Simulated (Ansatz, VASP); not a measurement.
One calculation of Rh, two programs

```
CELL_PARAMETERS angstrom
0.00000 1.77086 1.77086
1.77086 0.00000 1.77086
1.77086 1.77086 0.00000
ATOMIC_POSITIONS crystal
Rh 0.00000 0.00000 0.00000
```

Change from the starting cell: volume scaled by 0.84, LAPW.

Alike in both runs: task single point; functional LDA; k mesh 17 × 17 × 17; occupations fermi-dirac, width 0.05 eV; no spin polarisation.

|  | VASP | Ansatz |
| --- | --- | --- |
| version | VASP 6.6.1 | Ansatz 0.2.0 |
| potentials or method | VASP PAW LDA potentials, release 64 (Rh_pv), cutoff 520 eV | all-electron LAPW, scalar-relativistic |

VASP gave:

```
pressure (GPa) : 87.5
```

Task: What did Ansatz give for the same quantities?

Result: Pressure (GPa): 85.6.

LDA's correlation is that of Perdew and Zunger in VASP and of Perdew and Wang (1992) in Ansatz. Both programs put the cell under a high pressure, so it lies far from rest at this level. Ansatz ran all-electron here, and VASP with PAW potentials.

Noted on VASP's run: the cell as given lies far from equilibrium.
